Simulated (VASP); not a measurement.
Li3TaO4:

```
Li Ta O
1.0
    -2.06480    2.06480    4.35898
     2.06480   -2.06480    4.35898
     2.06480    2.06480   -4.35898
Li Ta O
3 1 4
Direct
  0.50000 0.50000 0.00000
  0.25000 0.75000 0.50000
  0.75000 0.25000 0.50000
  0.00000 0.00000 0.00000
  0.00000 0.50000 0.50000
  0.77786 0.77786 0.00000
  0.50000 0.00000 0.50000
  0.22214 0.22214 0.00000
```

```yaml
Program: VASP 6.6.1
Task: relaxation of cell and atoms
Functional: PBEsol
Potentials_or_basis: VASP PAW PBE potentials, release 64 (Li_sv, Ta_pv, O)
Cutoff: 600 eV
k_mesh: 10 × 10 × 10
Occupations: gaussian, width 0.02 eV
Spin: no spin polarisation
```

At the start: pressure -6.0 GPa; volume 9.29 Å³/atom.

**Question.** How do energy, volume and symmetry change on relaxing?

**Answer.** Over 11 steps the energy falls by 7.2 meV/atom and the volume is 8.84 Å³/atom (-4.8 %); space group I4/mmm (No. 139, to 0.1 Å) before and after.

Step by step:
| step | energy change (eV) | largest force (eV/Å) | pressure (GPa) | volume (Å³) |
| --- | --- | --- | --- | --- |
| 1 | 0.0000 | 0.3102 | -6.04 | 74.34 |
| 2 | -0.0051 | 1.1825 | 5.14 | 70.63 |
| 3 | -0.0405 | 0.4243 | -0.55 | 72.38 |
| 4 | -0.0470 | 0.0633 | 0.13 | 71.55 |
| 5 | -0.0484 | 0.0769 | -0.11 | 71.80 |
| 6 | -0.0503 | 0.0709 | -0.12 | 71.67 |
| 7 | -0.0548 | 0.0499 | -0.09 | 71.29 |
| 8 | -0.0573 | 0.0114 | 0.10 | 70.53 |
| 9 | -0.0576 | 0.0224 | 0.08 | 70.72 |
| 10 | -0.0572 | 0.1028 | -0.44 | 70.79 |
| 11 | -0.0576 | 0.0013 | -0.03 | 70.73 |

Final structure:
```cif
data_structure
_symmetry_space_group_name_H-M 'P 1'
_symmetry_Int_Tables_number 1
_cell_length_a 5.1276
_cell_length_b 5.1276
_cell_length_c 5.1276
_cell_angle_alpha 133.034
_cell_angle_beta 133.034
_cell_angle_gamma 68.601
_cell_volume 70.73
loop_
_atom_site_label
_atom_site_type_symbol
_atom_site_fract_x
_atom_site_fract_y
_atom_site_fract_z
_atom_site_occupancy
Li1 Li 0.50000 0.50000 0.00000 1
Li2 Li 0.25000 0.75000 0.50000 1
Li3 Li 0.75000 0.25000 0.50000 1
Ta1 Ta 0.00000 0.00000 0.00000 1
O1 O 0.00000 0.50000 0.50000 1
O2 O 0.77286 0.77286 0.00000 1
O3 O 0.50000 0.00000 0.50000 1
O4 O 0.22714 0.22714 0.00000 1
```

Caveat: the cutoff is under 1.25 times the usual one of these potentials, so pressure, stress and relaxed cells hold a basis-set (Pulay) error; the PAW data sets were made with another functional, which shifts forces and pressure a little.
